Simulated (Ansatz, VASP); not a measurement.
Two plane-wave programs on Pt

File INCAR:

```
SYSTEM = Pt
PREC = Accurate
ENCUT = 520
EDIFF = 1E-7
ISMEAR = 0
SIGMA = 0.15
LREAL = .False.
LASPH = .True.
NELM = 60
ALGO = Normal
ISIF = 2
LWAVE = .False.
LCHARG = .False.
GGA = PE
NBANDS = 11
```

KPOINTS

```
Automatic mesh
0
Gamma
  20 20 20
  0 0 0
```

File POSCAR:

```
Pt
1.0
   -0.1984964712      1.8658668288      1.8658668288
    1.8658668288     -0.1984964712      1.8658668288
    1.8658668288      1.8658668288     -0.1984964712
Pt
1
Direct
    0.0000000000      0.0000000000      0.0000000000
```

Input for Ansatz:

```yaml
crystal:
  lattice:
    - [-0.1984964712, 1.8658668288, 1.8658668288]
    - [1.8658668288, -0.1984964712, 1.8658668288]
    - [1.8658668288, 1.8658668288, -0.1984964712]
  atoms:
    - { symbol: Pt, position: [0.0, 0.0, 0.0] }
basis:
  ecutwfc: 420
kpoints:
  mp_grid: { grid: [20, 20, 20] }
hamiltonian:
  xc: pbe
  pseudopotentials: { kind: paw, azcp: { folder: soft_1 } }
scf:
  occupations: { method: gaussian, width: 0.15 }
output:
  forces: true
  stress: true
  eigenvalues: true
```

Change from the starting cell: equal engineering shear yz, xz and xy -0.1000, equal normal strain along x, y and z -0.0100.

Alike in both runs: task single point; functional PBE; k mesh 20 × 20 × 20; occupations gaussian, width 0.15 eV; no spin polarisation.

|  | VASP | Ansatz |
| --- | --- | --- |
| version | VASP 6.6.1 | Ansatz 0.2.0 |
| potentials or method | VASP PAW PBE potentials, release 64 (Pt), cutoff 520 eV | scalar-relativistic, plane waves, PAW |
| valence electrons in the cell | 10 | 18 |

Ansatz gave:

- gap on the k mesh at the Fermi level (eV): none
- pressure (GPa): 17.4
- traceless stress, the component that is largest in VASP (GPa): 9.33

Estimate VASP's values.

gap on the k mesh at the Fermi level (eV): none; pressure (GPa): 16.8; traceless stress, the component that is largest in VASP (GPa): 9.26.

A gap of «none» marks a metal or a gap that the smearing closes. VASP's potentials hold 10 valence electrons a cell and Ansatz's 18, so a difference there can come from the potentials and not from the codes.

Spin-orbit coupling is off throughout.
